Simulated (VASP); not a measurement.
Here is a VASP 6.6.1 calculation.

File INCAR:

```
SYSTEM = CaSe
PREC = Accurate
ENCUT = 520
EDIFF = 1E-6
ISMEAR = 0
SIGMA = 0.01
LREAL = .False.
LASPH = .True.
NELM = 100
ALGO = Normal
ISIF = 2
LWAVE = .False.
LCHARG = .True.
GGA = PE
LELF = .True.
LVHAR = .True.
NBANDS = 15
```

The input KPOINTS:

```
regular mesh
0
Gamma
  6 6 6
  0 0 0
```

Contents of POSCAR:

```
CaSe
1.0
    0.0000000000      2.9494355651      2.9494355651
    2.9494355651      0.0000000000      2.9494355651
    2.9494355651      2.9494355651      0.0000000000
Ca Se
1 1
Direct
    0.0000000000      0.0000000000      0.0000000000
    0.5000000000      0.5000000000      0.5000000000
```

Potentials or basis: VASP PAW PBE potentials, release 64 (Ca_sv, Se).

The run is started by

```sh
$ cat potpaw_PBE.64/Ca_sv/POTCAR potpaw_PBE.64/Se/POTCAR > POTCAR
$ mpirun -np 1 vasp_std > vasp.out
```

Task: What does it give for the band gap on the k mesh?

Result: 2.00 eV, indirect (least direct gap 2.95 eV).

Task: Estimate the pressure.

Result: 1.7 GPa.

 A k mesh can miss the band edges.
